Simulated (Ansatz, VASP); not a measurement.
**BaTiO3 in VASP and in Ansatz**

Contents of INCAR:

```
PREC     = Accurate       # precision mode
ENCUT    = 520            # plane-wave cutoff, eV
EDIFF    = 1E-6           # SCF threshold, eV
ISMEAR   = 0              # smearing method
SIGMA    = 0.05           # smearing width, eV
LREAL    = False          # projectors in reciprocal space
LASPH    = True           # aspherical terms in the spheres
NELM     = 150            # most SCF steps
ALGO     = Normal         # electronic algorithm
ISIF     = 2              # what is computed and relaxed
LWAVE    = False          # write WAVECAR
LCHARG   = False          # write CHGCAR
LMAXMIX  = 4              # l up to which the mixer works
LDAU     = True           # DFT+U
LDAUTYPE = 2            
LDAUL    = -1 2 -1        # shell
LDAUU    = 0 4 0          # U, eV
LDAUJ    = 0 0 0        
LDAUPRINT= 1            
GGA      = PE             # functional
NBANDS   = 28             # bands
```

KPOINTS

```
Automatic mesh
0
Gamma
  6 6 6
```

POSCAR

```
BaTiO3
1.0
    3.8828796705      0.0000000000      0.0000000000
    0.0000000000      2.7834319668      3.0752410796
    0.0000000000     -2.7834319668      3.0752410796
Ba Ti O
1 1 3
Direct
    0.0000000000      0.0080771845      0.0080771845
    0.5000000000      0.5197092871      0.5197092871
    0.0000000000      0.4916268390      0.4916268390
    0.5000000000      0.4938075372      0.9829991522
    0.5000000000      0.9829991522      0.4938075372
```

Input for Ansatz:

```yaml
crystal:
  lattice:
    - [3.8828796705, 0.0, 0.0]
    - [0.0, 2.7834319668, 3.0752410796]
    - [0.0, -2.7834319668, 3.0752410796]
  atoms:
    - { symbol: Ba, position: [0.0, 0.0080771845, 0.0080771845] }
    - { symbol: Ti, position: [0.5, 0.5197092871, 0.5197092871] }
    - { symbol: O, position: [0.0, 0.491626839, 0.491626839] }
    - { symbol: O, position: [0.5, 0.4938075372, 0.9829991522] }
    - { symbol: O, position: [0.5, 0.9829991522, 0.4938075372] }
basis:
  ecutwfc: 420
kpoints:
  mp_grid: { grid: [6, 6, 6] }
hamiltonian:
  xc: pbe
  hubbard: { sites: [{ species: Ti, l: d, u_eff: 4.0 }] }
scf:
  occupations: { method: gaussian, width: 0.05 }
output:
  forces: true
  stress: true
  eigenvalues: true
```

Alike in both runs: task single point; functional PBE; k mesh 6 × 6 × 6; occupations gaussian, width 0.05 eV; no spin polarisation; Hubbard terms Ti d U = 4.0 eV.

```csv
,VASP,Ansatz
version,VASP 6.6.1,Ansatz 0.2.0
potentials or method,"VASP PAW PBE potentials, release 64 (Ba_sv, Ti_sv, O), cutoff 520 eV","scalar-relativistic, plane waves, PAW"
valence electrons in the cell,40,40
```

|  | VASP | Ansatz | Ansatz less VASP |
| --- | --- | --- | --- |
| gap on the k mesh at the Fermi level (eV) | 2.24 | 2.26 | +0.023 |
| least direct gap on the mesh (eV) | 2.53 | 2.55 | +0.028 |
| pressure (GPa) | 4.8 | 1.2 | -3.53 |
| traceless stress, the component that is largest in VASP (GPa) | -13.45 | -12.81 | +0.636 |
| rms of the force components (eV/Å) | 0.096 | 0.214 | +0.1179 |

The programs project onto different local orbitals, so the same U acts differently, and such runs can settle in different states. Atom by atom the forces differ by 0.204 eV/Å (rms over components).

Spin-orbit coupling is off throughout.
